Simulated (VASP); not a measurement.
# BeS (F-43m) in VASP: notebook

The runs below take BeS through single point, with PBE.

Everything below comes from runs of VASP 6.6.1. Logs are shortened: lines on timing, memory, paths and dates and some standing lists are left out, and cuts for length are marked.

### 1 The cell of the first run

Symmetry: F-43m, No. 216, cubic system. The conventional cell has a = 4.945 Å, b = 4.945 Å, c = 4.945 Å, α = 90.00°, β = 90.00°, γ = 90.00°. Within 2.8 Å of S (site symmetry -43m) lie 4 Be at 2.14 Å. Within 2.8 Å of Be (site symmetry -43m) lie 4 S at 2.14 Å.

### 2 Single point, PBE

Input file INCAR:

```
PREC = Accurate
ENCUT = 520
EDIFF = 1E-6
ISMEAR = -1
SIGMA = 0.05
LREAL = False
LASPH = True
NELM = 80
ALGO = Normal
ISIF = 2
LWAVE = False
LCHARG = False
GGA = PE
NBANDS = 11
```

Input file KPOINTS:

```
regular mesh
0
Gamma
  9 9 9
```

Input file POSCAR:

```
BeS
1.0
    0.0000000000      2.4725610944      2.4725610944
    2.4725610944      0.0000000000      2.4725610944
    2.4725610944      2.4725610944      0.0000000000
S Be
1 1
Direct
    0.7500000000      0.7500000000      0.7500000000
    0.0000000000      0.0000000000      0.0000000000
```

Potentials or basis: VASP PAW PBE potentials, release 64 (S, Be).

Run with:

```bash
$ cat potpaw_PBE.64/S/POTCAR potpaw_PBE.64/Be/POTCAR > POTCAR
$ mpirun -np 1 vasp_std > vasp.out
```

OUTCAR:

```text
PREC = Accurate
   ENCUT = 520
   EDIFF = 1E-6
   ISMEAR = -1
   LREAL = False
   LASPH = True
   NELM = 80
   ISIF = 2
   GGA = PE

 ion  position               nearest neighbor table
   1  0.750  0.750  0.750-   2 2.14   2 2.14   2 2.14   2 2.14
   2  0.000  0.000  0.000-   1 2.14   1 2.14   1 2.14   1 2.14

  LATTYP: Found a face centered cubic cell.
 ALAT       =     4.9451221888

  Lattice vectors:

 A1 = (   0.0000000000,   2.4725610944,   2.4725610944)
 A2 = (   2.4725610944,   0.0000000000,   2.4725610944)
 A3 = (   2.4725610944,   2.4725610944,   0.0000000000)

Analysis of symmetry for initial positions (statically):
=====================================================================
 Subroutine PRICEL returns:
 Original cell was already a primitive cell.

 Routine SETGRP: Setting up the symmetry group for a
 face centered cubic supercell.

 Subroutine GETGRP returns: Found 24 space group operations
 (whereof 24 operations were pure point group operations)
 out of a pool of 48 trial point group operations.

The static configuration has the point symmetry T_d .

Analysis of symmetry for dynamics (positions and initial velocities):
=====================================================================
 Subroutine PRICEL returns:
 Original cell was already a primitive cell.

 Routine SETGRP: Setting up the symmetry group for a
 face centered cubic supercell.

 Subroutine GETGRP returns: Found 24 space group operations
 (whereof 24 operations were pure point group operations)
 out of a pool of 48 trial point group operations.

The dynamic configuration has the point symmetry T_d .

 Subroutine INISYM returns: Found 24 space group operations
 (whereof 24 operations are pure point group operations),
 and found     1 'primitive' translations

----------------------------------------------------------------------------------------

                                     Primitive cell

  volume of cell :      30.2323

  direct lattice vectors                    reciprocal lattice vectors
     0.000000000  2.472561094  2.472561094    -0.202219472  0.202219472  0.202219472
     2.472561094  0.000000000  2.472561094     0.202219472 -0.202219472  0.202219472
     2.472561094  2.472561094  0.000000000     0.202219472  0.202219472 -0.202219472

  length of vectors
     3.496729433  3.496729433  3.496729433     0.350254400  0.350254400  0.350254400

  position of ions in fractional coordinates (direct lattice)
     0.750000000  0.750000000  0.750000000
     0.000000000  0.000000000  0.000000000

  ion indices of the primitive-cell ions
   primitive index   ion index
                 1           1
                 2           2

----------------------------------------------------------------------------------------

 KPOINTS: regular mesh

Automatic generation of k-mesh.
 Grid dimensions read from file:
 generate k-points for:    9    9    9

 Generating k-lattice:

  Cartesian coordinates                     Fractional coordinates (reciprocal lattice)
    -0.022468830  0.022468830  0.022468830     0.111111111  0.000000000  0.000000000
     0.022468830 -0.022468830  0.022468830     0.000000000  0.111111111  0.000000000
     0.022468830  0.022468830 -0.022468830     0.000000000  0.000000000  0.111111111

  Length of vectors
     0.038917156  0.038917156  0.038917156

  Shift w.r.t. Gamma in fractional coordinates (k-lattice)
     0.000000000  0.000000000  0.000000000

 Subroutine IBZKPT returns following result:
 ===========================================

 Found     35 irreducible k-points:

 Following reciprocal coordinates:
            Coordinates               Weight
  0.000000  0.000000  0.000000      1.000000
  0.111111  0.000000  0.000000      8.000000
  0.222222  0.000000  0.000000      8.000000
  0.333333  0.000000  0.000000      8.000000
  0.444444  0.000000  0.000000      8.000000
  0.111111  0.111111  0.000000      6.000000
[... 16 lines left out ...]
 -0.333333  0.333333  0.000000     12.000000
  0.444444  0.444444  0.000000      6.000000
 [... further k-points ...]
   k-points           NKPTS =     35   k-points in BZ     NKDIM =     35   number of bands    NBANDS=     11
   number of dos      NEDOS =    301   number of ions     NIONS =      2
   total plane-waves  NPLWV =  21952
   dimension x,y,z NGX =    28 NGY =   28 NGZ =   28
   dimension x,y,z NGXF=    56 NGYF=   56 NGZF=   56
   ions per type =               1   1
   NGX,Y,Z   is equivalent  to a cutoff of  13.31, 13.31, 13.31 a.u.
   NGXF,Y,Z  is equivalent  to a cutoff of  26.62, 26.62, 26.62 a.u.
 SYSTEM =  unknown system
   PREC   = accura    normal or accurate (medium, high low for compatibility)
   ISTART =      0    job   : 0-new  1-cont  2-samecut
   ICHARG =      2    charge: 1-file 2-atom 10-const
   ISPIN  =      1    spin polarized calculation?
   LNONCOLLINEAR =      F non collinear calculations
   LSORBIT =      F    spin-orbit coupling
   LASPH  =      T    aspherical Exc in radial PAW
   ENCUT  =  520.0 eV  38.22 Ry    6.18 a.u.   6.50  6.50  6.50*2*pi/ulx,y,z
   NELM   =     80;   NELMIN=  2; NELMDL= -5     # of ELM steps
   EDIFF  = 0.1E-05   stopping-criterion for ELM
   LREAL  =      F    real-space projection
   EDIFFG = 0.1E-04   stopping-criterion for IOM
   NSW    =      0    number of steps for IOM
   IBRION =     -1    ionic relax: 0-MD 1-quasi-New 2-CG
   NFREE  =      0    steps in history (QN), initial steepest desc. (CG)
   ISIF   =      2    stress and relaxation
   ISYM   =      2    0-nonsym 1-usesym 2-fastsym
   POTIM  = 0.5000    time-step for ionic-motion
   TEBEG  =    0.0;   TEEND  =   0.0 temperature during run
   PSTRESS=    0.0 pullay stress
   NELECT =       8.0000    total number of electrons
   NUPDOWN=      -1.0000    fix difference up-down
   EMIN   =  10.00;   EMAX   =-10.00  energy-range for DOS
   EFERMI =   0.00;   METHOD = LEGACY
   ISMEAR =    -1;   SIGMA  =   0.05  broadening in eV -4-tet -1-fermi 0-gaus
   EFERMI_NEDOS =   21; number of points for ismear=-14 and -15
   IALGO  =     38    algorithm
   IMIX   =      4    mixing-type and parameters
     AMIX     =   0.40;   BMIX     =  1.00
     AMIX_MAG =   1.60;   BMIX_MAG =  1.00
  volume/ion in A,a.u.               =      15.12       102.01
  Fermi-wavevector in a.u.,A,eV,Ry     =   1.051028  1.986156 15.029822  1.104661
  Thomas-Fermi vector in A             =   2.186055
   LORBIT       =      0    0 simple, 1 ext, 2 COOP (PROOUT), +10 PAW based schemes
   GGA     = PE    functional components
   LHFCALC =     F    Hartree Fock is set to
   AEXX    =    0.0000 exact exchange contribution
   IVDW    =     0    specifies the selected vdW correction
   LEPSILON=     F    determine dielectric tensor
   LRPA    =     F    only Hartree local field effects (RPA)
 non-spin polarized calculation
  energy-cutoff  :      520.00
  volume of cell :       30.23
 maximum number of plane-waves:       869
 NGX is ok and might be reduce to    28
   NGX = 13   NGY = 13   NGZ = 13

 number of electron       8.0000000 magnetization

 Free energy of the ion-electron system (eV)
  ---------------------------------------------------
  ext. energy  EPLUGINS =         0.00000000
  ---------------------------------------------------
  free energy    TOTEN  =        -9.99927440 eV

  energy without entropy =       -9.99927440  energy(sigma->0) =       -9.99927440

 E-fermi :   4.5427     XC(G=0):  -9.4916

 val. band max:        3.5894565531   @ k =   0.0000   0.0000   0.0000
 cond. band min:       6.9108646036   @ k =   0.4444   0.4444   0.0000
 fundamental gap:      3.3214080506
 Fermi energy:         4.5427243406

 k-point     1 :       0.0000    0.0000    0.0000
  band No.  band energies     occupation
      1      -9.7251      2.00000
      2       3.5895      2.00000
      3       3.5895      2.00000
      4       3.5895      2.00000
      5       8.9921      0.00000
      6       9.2759      0.00000
      7       9.2759      0.00000
      8       9.2759      0.00000
      9      16.2871      0.00000
     10      16.2871      0.00000
     11      18.0114      0.00000

 k-point     2 :       0.1111    0.0000    0.0000
  band No.  band energies     occupation
      1      -9.5953      2.00000
      2       2.6563      2.00000
      3       3.4430      2.00000
      4       3.4430      2.00000
      5       9.0360      0.00000
      6       9.5446      0.00000
      7       9.5446      0.00000
      8      10.1750      0.00000
      9      15.7210      0.00000
     10      15.7210      0.00000
     11      17.9989      0.00000

 k-point     3 :       0.2222    0.0000    0.0000
  band No.  band energies     occupation
      1      -9.2321      2.00000
      2       0.9090      2.00000
      3       3.1242      2.00000
      4       3.1242      2.00000
      5       8.9812      0.00000
      6      10.0395      0.00000
      7      10.0395      0.00000
      8      11.9808      0.00000
      9      15.3174      0.00000
     10      15.3174      0.00000
     11      17.6525      0.00000

 k-point     4 :       0.3333    0.0000    0.0000
  band No.  band energies     occupation
      1      -8.7345      2.00000
      2      -0.7004      2.00000
      3       2.8248      2.00000
      4       2.8248      2.00000
      5       8.9097      0.00000
      6      10.2297      0.00000
      7      10.2297      0.00000
      8      13.5910      0.00000
      9      16.0762      0.00000
     10      16.0762      0.00000
     11      17.4676      0.00000
[... 239 lines left out ...]
 k-point    22 :      -0.4444    0.3333    0.0000
  band No.  band energies     occupation
      1      -7.8421      2.00000
      2      -0.8585      2.00000
      3       0.1948      2.00000
      4       1.5232      2.00000
      5       7.9381      0.00000
      6      10.5717      0.00000
      7      13.8343      0.00000
      8      14.0005      0.00000
      9      16.2690      0.00000
     10      17.6681      0.00000
     11      20.0921      0.00000

 k-point    23 :      -0.3333    0.3333    0.0000
  band No.  band energies     occupation
      1      -7.8854      2.00000
      2      -0.7091      2.00000
      3      -0.2284      2.00000
      4       1.8608      2.00000
      5       8.4698      0.00000
      6      12.4372      0.00000
      7      12.9302      0.00000
      8      13.8407      0.00000
      9      14.2741      0.00000
     10      15.9773      0.00000
     11      21.0686      0.00000

 k-point    24 :       0.4444    0.4444    0.0000
  band No.  band energies     occupation
      1      -7.8654      2.00000
      2      -1.0074      2.00000
      3       1.1939      2.00000
      4       1.1939      2.00000
      5       6.9109      0.00000
      6       8.6172      0.00000
      7      15.5163      0.00000
      8      15.5163      0.00000
      9      17.9793      0.00000
     10      19.5171      0.00000
     11      20.4614      0.00000

 [... further k-points ...]

------------------------ aborting loop because EDIFF is reached ----------------------------------------

  FORCE on cell =-STRESS in cart. coord.  units (eV):
  Direction    XX          YY          ZZ          XY          YZ          ZX
  --------------------------------------------------------------------------------------
  -------------------------------------------------------------------------------------
  Total       -0.6802136     -0.6802136     -0.6802136     -0.0000000      0.0000000      0.0000000
  in kB      -36.0482988    -36.0482988    -36.0482988     -0.0000000      0.0000000      0.0000000
  external PRESSURE =     -36.0482988 kB  Pullay stress =       0.0000000 kB

 VOLUME and BASIS-vectors are now :
 -----------------------------------------------------------------------------
  energy-cutoff  :      520.00
  volume of cell :       30.23
      direct lattice vectors                 reciprocal lattice vectors
     0.000000000  2.472561094  2.472561094    -0.202219472  0.202219472  0.202219472
     2.472561094  0.000000000  2.472561094     0.202219472 -0.202219472  0.202219472
     2.472561094  2.472561094  0.000000000     0.202219472  0.202219472 -0.202219472

 POSITION                                       TOTAL-FORCE (eV/Angst)
 -----------------------------------------------------------------------------------
      3.70884      3.70884      3.70884         0.000000      0.000000      0.000000
      0.00000      0.00000      0.00000        -0.000000     -0.000000     -0.000000
 -----------------------------------------------------------------------------------
    total drift:                               -0.000000     -0.000000     -0.000000

  FREE ENERGIE OF THE ION-ELECTRON SYSTEM (eV)
  ---------------------------------------------------
  free  energy   TOTEN  =        -9.9992744044 eV

  energy  without entropy=       -9.9992744043  energy(sigma->0) =       -9.99927440
```

Run time: 26 s. Hardware: 1 thread of AMD EPYC 7R13, shared host; peak memory 0.12 GiB.

What came out:

```yaml
Free_energy: -9.9993 eV
Pressure: -3.6 GPa
Band_gap_on_the_k_mesh: 3.32 eV, indirect (least direct gap 5.40 eV)
```

Levels at points of the mesh, in eV from the valence-band top:
```tsv
k point	band 1	band 2	band 3	band 4	band 5	band 6	band 7	band 8
(0.00, 0.00, 0.00)	-13.31	0.00	0.00	0.00	5.40	5.69	5.69	5.69
```

A k mesh can miss the band edges.

### 3 Single point, PBE

This run uses another cell than the first one, of 14.26 Å³/atom, 0.943 times its volume.

Input file INCAR:

```
SYSTEM = BeS
  PREC = Accurate
  ENCUT = 520
  EDIFF = 1E-6
  ISMEAR = -1
  SIGMA = 0.05
  LREAL = .FALSE.
  LASPH = .TRUE.
  NELM = 80
  ALGO = Normal
  ISIF = 2
  LWAVE = .FALSE.
  LCHARG = .TRUE.
  GGA = PE
  LELF = .TRUE.
  LVHAR = .TRUE.
  NBANDS = 11
```

Input file KPOINTS:

```
Automatic mesh
0
G
  6 6 6
  0 0 0
```

Input file POSCAR:

```
BeS
1.0
    0.0000000000      2.4250000000      2.4250000000
    2.4250000000      0.0000000000      2.4250000000
    2.4250000000      2.4250000000      0.0000000000
S Be
1 1
Direct
    0.7500000000      0.7500000000      0.7500000000
    0.0000000000      0.0000000000      0.0000000000
```

Potentials or basis: VASP PAW PBE potentials, release 64 (S, Be).

Run with:

```bash
$ cat potpaw_PBE.64/S/POTCAR potpaw_PBE.64/Be/POTCAR > POTCAR
$ mpirun -np 1 vasp_std > vasp.out
```

OUTCAR:

```text
SYSTEM = BeS
   PREC = Accurate
   ENCUT = 520
   EDIFF = 1E-6
   ISMEAR = -1
   LREAL = .FALSE.
   LASPH = .TRUE.
   NELM = 80
   ISIF = 2
   GGA = PE

 ion  position               nearest neighbor table
   1  0.750  0.750  0.750-   2 2.10   2 2.10   2 2.10   2 2.10
   2  0.000  0.000  0.000-   1 2.10   1 2.10   1 2.10   1 2.10

  LATTYP: Found a face centered cubic cell.
 ALAT       =     4.8500000000

  Lattice vectors:

[... 399 lines left out ...]

------------------------ aborting loop because EDIFF is reached ----------------------------------------

  FORCE on cell =-STRESS in cart. coord.  units (eV):
  Direction    XX          YY          ZZ          XY          YZ          ZX
  --------------------------------------------------------------------------------------
  -------------------------------------------------------------------------------------
  Total        0.2845804      0.2845804      0.2845804      0.0000000      0.0000000      0.0000000
  in kB       15.9863852     15.9863852     15.9863852      0.0000000      0.0000000      0.0000000
  external PRESSURE =      15.9863852 kB  Pullay stress =       0.0000000 kB

 VOLUME and BASIS-vectors are now :
 -----------------------------------------------------------------------------
  energy-cutoff  :      520.00
  volume of cell :       28.52
      direct lattice vectors                 reciprocal lattice vectors
     0.000000000  2.425000000  2.425000000    -0.206185567  0.206185567  0.206185567
     2.425000000  0.000000000  2.425000000     0.206185567 -0.206185567  0.206185567
     2.425000000  2.425000000  0.000000000     0.206185567  0.206185567 -0.206185567

 POSITION                                       TOTAL-FORCE (eV/Angst)
 -----------------------------------------------------------------------------------
      3.63750      3.63750      3.63750        -0.000000     -0.000000      0.000000
      0.00000      0.00000      0.00000         0.000000      0.000000     -0.000000
 -----------------------------------------------------------------------------------
    total drift:                               -0.000000     -0.000000     -0.000000

  FREE ENERGIE OF THE ION-ELECTRON SYSTEM (eV)
  ---------------------------------------------------
  free  energy   TOTEN  =       -10.0082925271 eV

  energy  without entropy=      -10.0082925270  energy(sigma->0) =      -10.00829253
```

It used 8.8 s of CPU time on 1 thread of AMD EPYC 7R13 Processor (Zen 3), with other jobs on the host.

What came out:

```
Free energy            : -10.0083 eV
Pressure               : 1.6 GPa
Band gap on the k mesh : 3.11 eV, indirect (least direct gap 5.67 eV)
```

A k mesh can miss the band edges. Expect the measured gap to be larger: semilocal functionals such as PBE lack the derivative discontinuity.
